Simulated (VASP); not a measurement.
# CuB3 (P6/mmm) in VASP: single point with PBE

Aim: the single point of CuB3 with PBE.

Program: VASP 6.6.1. These are calculated values, not measurements. Logs are shortened: lines on timing, memory, paths and dates and some standing lists are left out, and cuts for length are marked.

### 1 The cell of the first run

Symmetry: P6/mmm, No. 191, hexagonal system. Conventional cell: a = 3.826 Å, b = 3.826 Å, c = 4.643 Å, α = 90.00°, β = 90.00°, γ = 120.00°. Cu (site symmetry 6/mmm) has 6 B at 1.91 Å within 2.5 Å. B (site symmetry mmm) has 2 Cu at 1.91 Å and 4 B at 1.91 Å within 2.5 Å.

### 2 Single point, PBE

INCAR reads:

```
SYSTEM = CuB3
PREC = Accurate ; ENCUT = 520
EDIFF = 1E-7 ; ISMEAR = 0
SIGMA = 0.1 ; LREAL = .False.
LASPH = .True. ; NELM = 80
ALGO = Normal ; ISIF = 2
LWAVE = .False. ; LCHARG = .True.
GGA = PE ; LELF = .True.
LVHAR = .True. ; NBANDS = 30
```

KPOINTS reads:

```
regular mesh
0
Gamma
  6 6 4
  0 0 0
```

POSCAR reads:

```
CuB3
1.0
    3.8262627233      0.0000000000      0.0000000000
   -1.9131313616      3.3136407199      0.0000000000
    0.0000000000      0.0000000000      9.2858577452
Cu B
2 6
Direct
    0.0000000000      0.0000000000      0.7500000000
    0.0000000000      0.0000000000      0.2500000000
    0.5000001934      0.0000000000      0.7500000000
    0.4999998066      0.4999998066      0.7500000000
    0.0000000000      0.5000001934      0.7500000000
    0.4999998066      0.0000000000      0.2500000000
    0.0000000000      0.4999998066      0.2500000000
    0.5000001934      0.5000001934      0.2500000000
```

Potentials or basis: VASP PAW PBE potentials, release 64 (Cu, B).

The run is started by

```bash
$ cat potpaw_PBE.64/Cu/POTCAR potpaw_PBE.64/B/POTCAR > POTCAR
$ mpirun -np 1 vasp_std > vasp.out
```

OUTCAR:

```text
SYSTEM = CuB3
   PREC = Accurate
   ENCUT = 520
   EDIFF = 1E-7
   ISMEAR = 0
   LREAL = .False.
   LASPH = .True.
   NELM = 80
   ISIF = 2
   GGA = PE

 ion  position               nearest neighbor table
   1  0.000  0.000  0.750-   5 1.91   4 1.91   3 1.91   5 1.91   4 1.91   3 1.91
   2  0.000  0.000  0.250-   7 1.91   8 1.91   6 1.91   7 1.91   8 1.91   6 1.91
   3  0.500  0.000  0.750-   1 1.91   4 1.91   4 1.91   5 1.91   5 1.91   1 1.91
   4  0.500  0.500  0.750-   1 1.91   3 1.91   3 1.91   5 1.91   5 1.91   1 1.91
   5  0.000  0.500  0.750-   1 1.91   3 1.91   3 1.91   4 1.91   4 1.91   1 1.91
   6  0.500  0.000  0.250-   2 1.91   8 1.91   8 1.91   7 1.91   7 1.91   2 1.91
   7  0.000  0.500  0.250-   2 1.91   6 1.91   6 1.91   8 1.91   8 1.91   2 1.91
   8  0.500  0.500  0.250-   2 1.91   6 1.91   6 1.91   7 1.91   7 1.91   2 1.91

  LATTYP: Found a hexagonal cell.
 ALAT       =     3.8262627233
 C/A-ratio  =     2.4268740588

  Lattice vectors:

 A1 = (   3.8262627233,   0.0000000000,   0.0000000000)
 A2 = (  -1.9131313616,   3.3136407199,   0.0000000000)
 A3 = (   0.0000000000,   0.0000000000,   9.2858577452)

Analysis of symmetry for initial positions (statically):
=====================================================================
 Subroutine PRICEL returns following result:

  LATTYP: Found a hexagonal cell.
 ALAT       =     3.8262627233
 C/A-ratio  =     1.2134370294

  Lattice vectors:

 A1 = (   3.8262627233,   0.0000000000,   0.0000000000)
 A2 = (  -1.9131313616,   3.3136407199,   0.0000000000)
 A3 = (   0.0000000000,   0.0000000000,   4.6429288726)

   2 primitive cells build up your supercell.

 Routine SETGRP: Setting up the symmetry group for a
 hexagonal supercell.

 Subroutine GETGRP returns: Found 24 space group operations
 (whereof 24 operations were pure point group operations)
 out of a pool of 24 trial point group operations.

The static configuration has the point symmetry D_6h.

Analysis of symmetry for dynamics (positions and initial velocities):
=====================================================================
 Subroutine PRICEL returns following result:

  LATTYP: Found a hexagonal cell.
 ALAT       =     3.8262627233
 C/A-ratio  =     1.2134370294

  Lattice vectors:

 A1 = (   3.8262627233,   0.0000000000,   0.0000000000)
 A2 = (  -1.9131313616,   3.3136407199,   0.0000000000)
 A3 = (   0.0000000000,   0.0000000000,   4.6429288726)

   2 primitive cells build up your supercell.

 Routine SETGRP: Setting up the symmetry group for a
 hexagonal supercell.

 Subroutine GETGRP returns: Found 24 space group operations
 (whereof 24 operations were pure point group operations)
 out of a pool of 24 trial point group operations.

The dynamic configuration has the point symmetry D_6h.

 Subroutine INISYM returns: Found 24 space group operations
 (whereof 24 operations are pure point group operations),
 and found     2 'primitive' translations

----------------------------------------------------------------------------------------

                                     Primitive cell

  volume of cell :      58.8670

  direct lattice vectors                    reciprocal lattice vectors
     3.826262723  0.000000000  0.000000000     0.261351630  0.150891434  0.000000000
    -1.913131362  3.313640720  0.000000000     0.000000000  0.301782868  0.000000000
     0.000000000  0.000000000  4.642928873     0.000000000  0.000000000  0.215381288

  length of vectors
     3.826262723  3.826262723  4.642928873     0.301782868  0.301782868  0.215381288

  position of ions in fractional coordinates (direct lattice)
     0.000000000  0.000000000  0.500000000
     0.500000193  0.000000000  0.500000000
     0.499999807  0.499999807  0.500000000
     1.000000000  0.500000193  0.500000000

  ion indices of the primitive-cell ions
   primitive index   ion index
                 1           1
                 2           3
                 3           4
                 4           5

----------------------------------------------------------------------------------------

 KPOINTS: regular mesh

Automatic generation of k-mesh.
 Grid dimensions read from file:
 generate k-points for:    6    6    4

 Generating k-lattice:

  Cartesian coordinates                     Fractional coordinates (reciprocal lattice)
     0.043558605  0.025148572  0.000000000     0.166666667 -0.000000000  0.000000000
     0.000000000  0.050297145  0.000000000     0.000000000  0.166666667  0.000000000
     0.000000000  0.000000000  0.026922661     0.000000000  0.000000000  0.250000000

  Length of vectors
     0.050297145  0.050297145  0.026922661

  Shift w.r.t. Gamma in fractional coordinates (k-lattice)
     0.000000000  0.000000000  0.000000000

 Subroutine IBZKPT returns following result:
 ===========================================

 Found     21 irreducible k-points:

 Following reciprocal coordinates:
            Coordinates               Weight
  0.000000  0.000000  0.000000      1.000000
  0.166667  0.000000  0.000000      6.000000
  0.333333  0.000000  0.000000      6.000000
  0.500000  0.000000  0.000000      3.000000
  0.166667  0.166667  0.000000      6.000000
  0.333333  0.166667  0.000000     12.000000
[... 13 lines left out ...]
  0.333333  0.166667  0.500000     12.000000
  0.333333  0.333333  0.500000      2.000000
   k-points           NKPTS =     21   k-points in BZ     NKDIM =     21   number of bands    NBANDS=     30
   number of dos      NEDOS =    301   number of ions     NIONS =      8
   total plane-waves  NPLWV =  54880
   dimension x,y,z NGX =    28 NGY =   28 NGZ =   70
   dimension x,y,z NGXF=    56 NGYF=   56 NGZF=  140
   ions per type =               2   6
   NGX,Y,Z   is equivalent  to a cutoff of  12.17, 12.17, 12.53 a.u.
   NGXF,Y,Z  is equivalent  to a cutoff of  24.33, 24.33, 25.06 a.u.
 SYSTEM =  CuB3
   PREC   = accura    normal or accurate (medium, high low for compatibility)
   ISTART =      0    job   : 0-new  1-cont  2-samecut
   ICHARG =      2    charge: 1-file 2-atom 10-const
   ISPIN  =      1    spin polarized calculation?
   LNONCOLLINEAR =      F non collinear calculations
   LSORBIT =      F    spin-orbit coupling
   LASPH  =      T    aspherical Exc in radial PAW
   ENCUT  =  520.0 eV  38.22 Ry    6.18 a.u.   7.11  7.11 17.27*2*pi/ulx,y,z
   NELM   =     80;   NELMIN=  2; NELMDL= -5     # of ELM steps
   EDIFF  = 0.1E-06   stopping-criterion for ELM
   LREAL  =      F    real-space projection
   EDIFFG = 0.1E-05   stopping-criterion for IOM
   NSW    =      0    number of steps for IOM
   IBRION =     -1    ionic relax: 0-MD 1-quasi-New 2-CG
   NFREE  =      0    steps in history (QN), initial steepest desc. (CG)
   ISIF   =      2    stress and relaxation
   ISYM   =      2    0-nonsym 1-usesym 2-fastsym
   POTIM  = 0.5000    time-step for ionic-motion
   TEBEG  =    0.0;   TEEND  =   0.0 temperature during run
   PSTRESS=    0.0 pullay stress
   NELECT =      40.0000    total number of electrons
   NUPDOWN=      -1.0000    fix difference up-down
   EMIN   =  10.00;   EMAX   =-10.00  energy-range for DOS
   EFERMI =   0.00;   METHOD = LEGACY
   ISMEAR =     0;   SIGMA  =   0.10  broadening in eV -4-tet -1-fermi 0-gaus
   EFERMI_NEDOS =   21; number of points for ismear=-14 and -15
   IALGO  =     38    algorithm
   IMIX   =      4    mixing-type and parameters
     AMIX     =   0.40;   BMIX     =  1.00
     AMIX_MAG =   1.60;   BMIX_MAG =  1.00
  volume/ion in A,a.u.               =      14.72        99.31
  Fermi-wavevector in a.u.,A,eV,Ry     =   1.142337  2.158703 17.754689  1.304933
  Thomas-Fermi vector in A             =   2.279035
   LORBIT       =      0    0 simple, 1 ext, 2 COOP (PROOUT), +10 PAW based schemes
   GGA     = PE    functional components
   LHFCALC =     F    Hartree Fock is set to
   AEXX    =    0.0000 exact exchange contribution
   IVDW    =     0    specifies the selected vdW correction
   LEPSILON=     F    determine dielectric tensor
   LRPA    =     F    only Hartree local field effects (RPA)
 non-spin polarized calculation
 Gauss-broadening in eV      SIGMA  =   0.10
  energy-cutoff  :      520.00
  volume of cell :      117.73
 maximum number of plane-waves:      3210
   NGX = 15   NGY = 15   NGZ = 35

 number of electron      40.0000018 magnetization

 Free energy of the ion-electron system (eV)
  ---------------------------------------------------
  ext. energy  EPLUGINS =         0.00000000
  ---------------------------------------------------
  free energy    TOTEN  =       -42.16382010 eV

  energy without entropy =      -42.15965951  energy(sigma->0) =      -42.16173980

 E-fermi :   2.3649     XC(G=0):  -8.5599

 val. band max:        2.3545990786   @ k =   0.3333   0.3333   0.2500
 cond. band min:       2.5309838438   @ k =   0.3333   0.3333   0.5000
 fundamental gap:      0.1763847652
 Fermi energy:         2.3649001344

 k-point     1 :       0.0000    0.0000    0.0000
  band No.  band energies     occupation
      1     -10.8406      2.00000
      2     -10.7809      2.00000
      3      -4.2476      2.00000
      4      -4.2476      2.00000
      5      -4.2430      2.00000
      6      -4.2430      2.00000
[... 22 lines left out ...]
     29       7.3769      0.00000
     30       8.5286      0.00000

 k-point     2 :       0.1667    0.0000    0.0000
  band No.  band energies     occupation
      1     -10.5382      2.00000
      2     -10.4798      2.00000
      3      -5.5071      2.00000
      4      -5.4934      2.00000
      5      -4.2098      2.00000
      6      -4.2057      2.00000
[... 22 lines left out ...]
     29       7.3279      0.00000
     30       8.6449      0.00000

 k-point     3 :       0.3333    0.0000    0.0000
  band No.  band energies     occupation
      1      -9.6568      2.00000
      2      -9.6026      2.00000
      3      -6.8364      2.00000
      4      -6.8086      2.00000
      5      -4.6256      2.00000
      6      -4.6103      2.00000
[... 22 lines left out ...]
     29       7.3679      0.00000
     30       8.6157      0.00000

 k-point     4 :       0.5000    0.0000    0.0000
  band No.  band energies     occupation
      1      -8.3744      2.00000
      2      -8.3229      2.00000
      3      -8.2429      2.00000
      4      -8.2042      2.00000
      5      -5.2859      2.00000
      6      -5.2757      2.00000
[... 22 lines left out ...]
     29       8.4047      0.00000
     30       8.7955      0.00000

 k-point     5 :       0.1667    0.1667    0.0000
  band No.  band energies     occupation
      1      -9.9461      2.00000
      2      -9.8905      2.00000
      3      -6.4037      2.00000
      4      -6.3835      2.00000
      5      -4.2649      2.00000
      6      -4.2508      2.00000
[... 22 lines left out ...]
     29       7.4446      0.00000
     30       9.1562      0.00000
[... 427 lines left out ...]
     29       8.7423      0.00000
     30       8.7423      0.00000

 k-point    19 :       0.1667    0.1667    0.5000
  band No.  band energies     occupation
      1      -9.9186      2.00000
      2      -9.9186      2.00000
      3      -6.3936      2.00000
      4      -6.3936      2.00000
      5      -4.2577      2.00000
      6      -4.2577      2.00000
[... 22 lines left out ...]
     29       7.9055      0.00000
     30       7.9055      0.00000

 k-point    20 :       0.3333    0.1667    0.5000
  band No.  band energies     occupation
      1      -8.8113      2.00000
      2      -8.8113      2.00000
      3      -7.4559      2.00000
      4      -7.4559      2.00000
      5      -5.5754      2.00000
      6      -5.5754      2.00000
[... 22 lines left out ...]
     29       9.5182      0.00000
     30       9.5182      0.00000

 k-point    21 :       0.3333    0.3333    0.5000
  band No.  band energies     occupation
      1      -7.8585      2.00000
      2      -7.8585      2.00000
      3      -7.8585      2.00000
      4      -7.8585      2.00000
      5      -6.5416      2.00000
      6      -6.5416      2.00000
[... 22 lines left out ...]
     29      10.4829      0.00000
     30      10.4834      0.00000

------------------------ aborting loop because EDIFF is reached ----------------------------------------

  FORCE on cell =-STRESS in cart. coord.  units (eV):
  Direction    XX          YY          ZZ          XY          YZ          ZX
  --------------------------------------------------------------------------------------
  -------------------------------------------------------------------------------------
  Total        0.0990166      0.0990166      0.1185336      0.0000000     -0.0000000      0.0000000
  in kB        1.3474613      1.3474613      1.6130570      0.0000000     -0.0000000      0.0000000
  external PRESSURE =       1.4359932 kB  Pullay stress =       0.0000000 kB

 VOLUME and BASIS-vectors are now :
 -----------------------------------------------------------------------------
  energy-cutoff  :      520.00
  volume of cell :      117.73
      direct lattice vectors                 reciprocal lattice vectors
     3.826262723  0.000000000  0.000000000     0.261351630  0.150891434  0.000000000
    -1.913131362  3.313640720  0.000000000     0.000000000  0.301782868  0.000000000
     0.000000000  0.000000000  9.285857745     0.000000000  0.000000000  0.107690644

 POSITION                                       TOTAL-FORCE (eV/Angst)
 -----------------------------------------------------------------------------------
      0.00000      0.00000      6.96439        -0.000000      0.000000      0.000000
      0.00000      0.00000      2.32146        -0.000000      0.000000      0.000000
      1.91313      0.00000      6.96439         0.000000      0.000000     -0.000000
      0.95657      1.65682      6.96439         0.000000      0.000000     -0.000000
     -0.95657      1.65682      6.96439        -0.000000      0.000000     -0.000000
      1.91313      0.00000      2.32146        -0.000000      0.000000     -0.000000
     -0.95657      1.65682      2.32146        -0.000000      0.000000     -0.000000
      0.95657      1.65682      2.32146        -0.000000      0.000000     -0.000000
 -----------------------------------------------------------------------------------
    total drift:                               -0.000000     -0.000000      0.000000

  FREE ENERGIE OF THE ION-ELECTRON SYSTEM (eV)
  ---------------------------------------------------
  free  energy   TOTEN  =       -42.1638201016 eV

  energy  without entropy=      -42.1596595057  energy(sigma->0) =      -42.16173980
```

It took 66 s on 1 thread of Intel Xeon Platinum 8559C (Emerald Rapids), shared host; peak memory 0.25 GiB.

Results:

```yaml
Free_energy: -42.1638 eV
Pressure: 0.1 GPa
Band_gap_on_the_k_mesh: zero (band 20 reaches 2.82 eV, above the bottom of band 21 at 1.86 eV)
```
